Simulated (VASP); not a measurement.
**ZnSe: single point with LDA**

Crystal: ZnSe.

```
Zn Se
1.0
     0.00000    2.81669    2.81669
     2.81669    0.00000    2.81669
     2.81669    2.81669    0.00000
Zn Se
1 1
Direct
  0.00000 0.00000 0.00000
  0.25000 0.25000 0.25000
```

```yaml
Program: VASP 6.6.1
Task: single point
Functional: LDA
Potentials_or_basis: VASP PAW LDA potentials, release 64 (Zn, Se)
Cutoff: 500 eV
k_mesh: 7 × 7 × 7
Occupations: fermi-dirac, width 0.05 eV
Spin: no spin polarisation
Dipole_correction: no
Further_INCAR_settings: ALGO = Normal; EDIFF = 1e-06; NBANDS = 16
```

```json
{
 "Pressure": "-2.0 GPa",
 "Band gap on the k mesh": "1.14 eV, direct"
}
```

Levels at points of the mesh, in eV from the valence-band top:
| k point | band 6 | band 7 | band 8 | band 9 | band 10 | band 11 | band 12 | band 13 |
| --- | --- | --- | --- | --- | --- | --- | --- | --- |
| (0.00, 0.00, 0.00) | -6.37 | 0.00 | 0.00 | 0.00 | 1.14 | 5.70 | 5.70 | 5.70 |

Wall time 30 s on 1 thread of AMD EPYC 7R13, on a shared host, peak memory 0.12 GiB.
